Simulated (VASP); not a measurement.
# Sn32Te33 (a cell with a defect) in VASP: a series of runs, part 2 of 2

VASP 6.6.1.

## (3) Single point, r2SCAN

POSCAR reads:

```
Sn32Te33
1.0
   12.5689980000      0.0000000000      0.0000000000
    0.0000000000     12.5689980000      0.0000000000
    0.0000000000      0.0000000000     12.5689980000
Te Sn
33 32
Direct
    0.2443450000      0.9996920000      0.9985520000
    0.2409370000      0.9987530000      0.4985360000
    0.2447380000      0.5001780000      0.9977950000
    0.2396770000      0.5039940000      0.4981200000
    0.7447170000      0.9987130000      0.9973630000
    0.7469570000      0.9943450000      0.4971690000
    0.7454330000      0.4986050000      0.9964260000
    0.7493930000      0.4997300000      0.4943840000
    0.9945840000      0.2494220000      0.9962510000
    0.9969570000      0.2489040000      0.4945370000
    0.9947950000      0.7495660000      0.9965120000
    0.9941970000      0.7497040000      0.4959870000
    0.4929990000      0.2488580000      0.9981400000
    0.5490910000      0.1859300000      0.5490750000
    0.4942890000      0.7496630000      0.9959050000
    0.4927650000      0.7455200000      0.4944780000
    0.9964470000      0.9997070000      0.2461690000
    0.9953840000      0.9986330000      0.7465320000
    0.9960670000      0.5002040000      0.2463010000
    0.9948200000      0.4985140000      0.7470310000
    0.4964390000      0.9993010000      0.2432510000
    0.4951640000      0.9940320000      0.7488860000
    0.4963220000      0.5042120000      0.2410570000
    0.4928860000      0.4989720000      0.7507130000
    0.2428910000      0.2492170000      0.2446620000
    0.2478330000      0.2470230000      0.7534540000
    0.2450870000      0.7511920000      0.2467350000
    0.2444790000      0.7481370000      0.7471510000
    0.7513780000      0.2476460000      0.2496550000
    0.7508640000      0.2493600000      0.7525320000
    0.7454990000      0.7487130000      0.2462620000
    0.7451890000      0.7489290000      0.7469810000
    0.4299120000      0.3199220000      0.4322790000
    0.9997980000      0.0063600000      0.0018470000
    0.9917180000      0.0025540000      0.5007070000
    0.0027390000      0.5070040000      0.0043930000
    0.0021330000      0.5063100000      0.5050900000
    0.4986710000      0.0027750000      0.9940410000
    0.4816540000      0.9781350000      0.4843630000
    0.5034160000      0.5064330000      0.0035920000
    0.5147630000      0.5164000000      0.5162530000
    0.2488810000      0.2570380000      0.0055900000
    0.2295340000      0.2439270000      0.5164340000
    0.2504260000      0.7563290000      0.0040710000
    0.2470880000      0.7493430000      0.5037880000
    0.7516800000      0.2555600000      0.0039150000
    0.7643160000      0.2616910000      0.5049720000
    0.7519170000      0.7566630000      0.0036440000
    0.7509670000      0.7556970000      0.5041680000
    0.2495000000      0.0083720000      0.2517010000
    0.2520600000      0.0039270000      0.7543640000
    0.2526660000      0.5087980000      0.2544460000
    0.2507260000      0.5050510000      0.7550510000
    0.7520040000      0.0047060000      0.2541730000
    0.7515980000      0.0059820000      0.7537210000
    0.7531890000      0.5057580000      0.2522950000
    0.7539350000      0.5070690000      0.7557010000
    0.0037280000      0.2571120000      0.2505170000
    0.0021250000      0.2553560000      0.7535450000
    0.0022540000      0.7563930000      0.2522220000
    0.0017190000      0.7564650000      0.7537320000
    0.5139900000      0.2452840000      0.2311930000
    0.5033050000      0.2604040000      0.7650360000
    0.5019980000      0.7500760000      0.2488970000
    0.5022170000      0.7552550000      0.7527740000
```

INCAR.step1 reads:

```
SYSTEM = Sn32Te33
PREC = Accurate
ENCUT = 520
ISMEAR = -1
SIGMA = 0.05
LREAL = Auto
LASPH = .True.
NELM = 60
ISYM = 0
NBANDS = 361
GGA = PE
ALGO = Normal
EDIFF = 1E-4
LWAVE = .True.
LCHARG = .False.
LUSENCCL = .False.
```

INCAR.step2 reads:

```
SYSTEM = Sn32Te33
PREC = Accurate
ENCUT = 520
EDIFF = 1E-7
ISMEAR = -1
SIGMA = 0.05
LREAL = Auto
LASPH = .True.
NELM = 60
ALGO = Normal
ISIF = 2
LWAVE = .False.
LCHARG = .False.
METAGGA = R2SCAN
LMIXTAU = .True.
ISYM = 0
NBANDS = 361
ISTART = 1
LUSENCCL = .False.
```

KPOINTS reads:

```
Automatic mesh
0
Gamma
  1 1 1
  0.25 0.25 0.25
```

Potentials or basis: VASP PAW PBE potentials, release 64 (Te, Sn_d).

Launch:

```bash
$ cat potpaw_PBE.64/Te/POTCAR potpaw_PBE.64/Sn_d/POTCAR > POTCAR
$ cp INCAR.step1 INCAR
$ mpirun -np 1 vasp_std > vasp.out
$ cp INCAR.step2 INCAR
$ mpirun -np 1 vasp_std > vasp.out
```

Wall time 9.6 min (1 × NVIDIA H100 80GB with 1 thread of AMD EPYC 7R13 (Zen 3), shared host); peak memory 3.4 GiB.

It converged, with:

* Free energy: -1643.2588 eV
* Pressure: 3.9 GPa
* Largest force: 0.397 eV/Å
* Band gap on the k mesh: 0.63 eV

Forces in eV/Å, atoms in the order of the input:
```
Te   0.030  0.030 -0.009
Te   0.066  0.042 -0.042
Te   0.040  0.033  0.028
Te  -0.001  0.051  0.071
Te   0.020  0.032  0.004
Te   0.025  0.002 -0.004
Te   0.040  0.046  0.029
Te   0.028  0.050  0.130
Te   0.020  0.026  0.018
Te   0.004  0.025  0.051
Te   0.033  0.030  0.028
Te   0.027  0.017  0.036
Te   0.044  0.029  0.009
Te  -0.149  0.241 -0.135
Te   0.043  0.019  0.020
Te   0.022  0.058  0.025
Te  -0.011  0.033  0.029
Te   0.007  0.028  0.012
Te   0.028  0.035  0.040
Te   0.036  0.050  0.036
Te  -0.043  0.043  0.071
Te  -0.004  0.005  0.028
Te   0.074  0.058  0.006
Te   0.130  0.051  0.037
Te  -0.078  0.049 -0.083
Te   0.082  0.046 -0.058
Te   0.023  0.016  0.018
Te   0.032  0.018  0.024
Te  -0.060  0.049  0.091
Te   0.083  0.043  0.091
Te   0.027  0.014  0.027
Te   0.028  0.040  0.024
Te   0.222 -0.246  0.219
Sn  -0.034 -0.024 -0.026
Sn   0.002 -0.014  0.014
Sn  -0.036 -0.045 -0.032
Sn  -0.027 -0.035 -0.086
Sn   0.015 -0.002 -0.004
Sn   0.043 -0.045  0.030
Sn  -0.083 -0.026 -0.031
Sn  -0.075  0.013 -0.078
Sn  -0.057 -0.066  0.025
Sn   0.003 -0.010 -0.016
Sn  -0.014 -0.034 -0.034
Sn  -0.030 -0.009 -0.020
Sn  -0.004 -0.034 -0.035
Sn  -0.036 -0.066 -0.123
Sn  -0.048 -0.043 -0.013
Sn  -0.025 -0.036 -0.049
Sn  -0.004 -0.039 -0.003
Sn  -0.021 -0.040 -0.011
Sn  -0.029 -0.053 -0.036
Sn  -0.045 -0.017 -0.054
Sn  -0.017 -0.039 -0.015
Sn  -0.009 -0.031 -0.005
Sn  -0.034 -0.020 -0.040
Sn  -0.057 -0.037 -0.061
Sn   0.024 -0.060 -0.049
Sn  -0.041 -0.030  0.005
Sn  -0.028 -0.035 -0.005
Sn  -0.024 -0.045 -0.036
Sn   0.005 -0.020  0.006
Sn  -0.117 -0.077 -0.051
Sn  -0.022 -0.011 -0.023
Sn  -0.044 -0.037 -0.017
```

Stress tensor (GPa, compression positive):
```
 3.90 -0.02  0.17
-0.02  3.96 -0.01
 0.17 -0.01  3.87
```

Levels at points of the mesh, in eV from the valence-band top:
```tsv
k point	band 321	band 322	band 323	band 324	band 325	band 326
(0.25, 0.25, 0.25)	-0.15	-0.12	-0.02	0.65	0.78	0.83
```

Caveat: the PAW data sets were made with another functional, which shifts forces and pressure a little; spin-orbit coupling is left out, which moves the levels of the heavy elements.

## (4) Single point, PBEsol

INCAR reads:

```
SYSTEM = Sn32Te33
PREC = Accurate
ENCUT = 400
EDIFF = 1E-6
ISMEAR = -1
SIGMA = 0.05
LREAL = Auto
LASPH = .True.
NELM = 120
ALGO = Normal
ISIF = 2
LWAVE = .False.
LCHARG = .False.
GGA = PS
NBANDS = 361
ISYM = -1
GGA_COMPAT = .False.
```

KPOINTS reads:

```
explicit points
1
Reciprocal
  0.25000000   0.25000000   0.25000000 1
```

POSCAR is that of step 3.

Launch:

```bash
$ cat potpaw_PBE.64/Te/POTCAR potpaw_PBE.64/Sn_d/POTCAR > POTCAR
$ mpirun -np 1 vasp_std > vasp.out
```

It took 25 min on 1 thread of Intel Xeon Platinum 8259CL at 2.50GHz (Skylake/Cascade Lake), shared host; peak memory 1.2 GiB.

It converged, with:

```yaml
Free_energy: -267.4669 eV
Pressure: 1.9 GPa
Largest_force: 0.059 eV/Å
```

Forces in eV/Å, atoms in the order of the input:
```
Te  -0.004  0.006  0.006
Te  -0.002  0.004  0.001
Te  -0.002  0.006  0.011
Te   0.001  0.007 -0.004
Te  -0.009  0.004  0.002
Te  -0.003  0.002  0.008
Te  -0.002  0.006  0.002
Te   0.007  0.002  0.004
Te  -0.001  0.002  0.001
Te   0.001 -0.001  0.002
Te   0.001 -0.003  0.002
Te   0.003 -0.002  0.000
Te   0.010  0.001  0.001
Te   0.033 -0.031  0.038
Te   0.003  0.001 -0.002
Te   0.008 -0.008  0.004
Te   0.000  0.004 -0.003
Te  -0.003  0.007 -0.003
Te   0.004  0.013  0.003
Te   0.000  0.001  0.002
Te   0.001  0.004 -0.002
Te   0.003  0.005 -0.008
Te   0.004  0.003  0.005
Te   0.012  0.006  0.005
Te   0.004  0.008  0.003
Te   0.001  0.001  0.014
Te   0.000 -0.001  0.005
Te  -0.002  0.000  0.008
Te   0.006 -0.011  0.001
Te   0.001  0.003  0.017
Te   0.000  0.001  0.004
Te   0.000  0.004  0.001
Te  -0.044  0.022 -0.033
Sn   0.000 -0.003 -0.001
Sn   0.010 -0.001 -0.001
Sn  -0.003 -0.002 -0.004
Sn  -0.003  0.001 -0.001
Sn   0.000 -0.004  0.008
Sn   0.011 -0.006  0.008
Sn  -0.001  0.000 -0.005
Sn  -0.010  0.007 -0.013
Sn  -0.004 -0.004 -0.004
Sn   0.004  0.005 -0.004
Sn  -0.001 -0.003 -0.006
Sn  -0.001  0.007 -0.005
Sn   0.001 -0.003 -0.002
Sn   0.000 -0.002 -0.006
Sn  -0.003 -0.004 -0.003
Sn  -0.004 -0.005 -0.007
Sn   0.001 -0.005 -0.001
Sn   0.000 -0.002 -0.005
Sn   0.000 -0.010 -0.002
Sn  -0.006  0.001 -0.006
Sn   0.000 -0.005 -0.003
Sn  -0.001 -0.005 -0.003
Sn  -0.002 -0.003 -0.005
Sn  -0.002 -0.004 -0.005
Sn  -0.006 -0.004 -0.004
Sn   0.002 -0.002 -0.002
Sn  -0.004 -0.002 -0.002
Sn  -0.001 -0.004 -0.005
Sn   0.001 -0.001  0.002
Sn  -0.001 -0.002 -0.001
Sn  -0.004  0.005 -0.003
Sn  -0.004 -0.005 -0.004
```

Stress tensor (GPa, compression positive):
```
 1.91 -0.09  0.09
-0.09  2.01 -0.09
 0.09 -0.09  1.88
```

Levels at points of the mesh, in eV from the Fermi level:
```
           k point  band 319  band 320  band 321  band 322  band 323  band 324  band 325  band 326  band 327  band 328
(0.25, 0.25, 0.25)     -0.46     -0.45     -0.36     -0.36     -0.29      0.27      0.44      0.46      0.54      0.59
```

Caveat: the PAW data sets were made with another functional, which shifts forces and pressure a little; spin-orbit coupling is left out, which moves the levels of the heavy elements.

## (5) Overview

```csv
level,cutoff (eV),gap on the mesh (eV),pressure (GPa),largest force (eV/Å)
PBEsol,520,0.50,1.9,0.18
r2SCAN,520,0.63,3.9,0.40
PBEsol,400,-,1.9,0.06
```

Alike in all rows: task single point; potentials or basis VASP PAW PBE potentials, release 64 (Te, Sn_d); no spin polarisation; cell as given; k mesh 1 × 1 × 1, shifted; smearing fermi-dirac 0.05 eV.

The pressure there spans 1.9 GPa (PBEsol) to 3.9 GPa (r2SCAN); a positive pressure means that this level wants a larger cell, a negative one a smaller.

Caveats: the PAW data sets were made with another functional, which shifts forces and pressure a little; spin-orbit coupling is left out, which moves the levels of the heavy elements.

Absolute energies hang on the potentials; compare differences alone.
